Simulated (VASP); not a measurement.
Here is a VASP 6.6.1 calculation.

File POSCAR:

```
PbS
1.0
    4.0481878949      0.0000000000      0.0000000000
   -2.0240939474      3.5058335563      0.0000000000
    0.0000000000      0.0000000000      3.7841695152
Pb S
1 1
Direct
    0.0000000000      0.0000000000      0.0000000000
    0.6666666667      0.3333333333      0.5000000000
```

INCAR.step1

```
SYSTEM = PbS
PREC = Accurate
ENCUT = 520
ISMEAR = -5
SIGMA = 0.1
LREAL = .FALSE.
LASPH = .TRUE.
NELM = 60
NBANDS = 17
GGA = PE
ALGO = Normal
EDIFF = 1E-4
LWAVE = .TRUE.
LCHARG = .FALSE.
```

Contents of INCAR.step2:

```
SYSTEM = PbS
PREC = Accurate
ENCUT = 520
EDIFF = 1E-6
ISMEAR = -5
SIGMA = 0.1
LREAL = .FALSE.
LASPH = .TRUE.
NELM = 60
ALGO = Normal
ISIF = 2
LWAVE = .FALSE.
LCHARG = .FALSE.
METAGGA = R2SCAN
LMIXTAU = .TRUE.
NBANDS = 17
ISTART = 1
```

File KPOINTS:

```
Automatic mesh
0
G
  10 10 10
  0 0 0
```

Potentials or basis: VASP PAW PBE potentials, release 64 (Pb_d, S).

Run with:

```console
$ cat potpaw_PBE.64/Pb_d/POTCAR potpaw_PBE.64/S/POTCAR > POTCAR
$ cp INCAR.step1 INCAR
$ mpirun -np 1 vasp_std > vasp.out
$ cp INCAR.step2 INCAR
$ mpirun -np 1 vasp_std > vasp.out
```

(1) What does it give for the pressure?

(2) Predict the band gap on the k mesh.

Answers

(1) 0.1 GPa.

(2) zero (band 10 reaches 5.40 eV, above the bottom of band 11 at 5.12 eV).

Caveat: the PAW data sets were made with another functional, which shifts forces and pressure a little; spin-orbit coupling is left out, which moves the levels of the heavy elements; tetrahedron occupations give inexact forces and stress in metals.
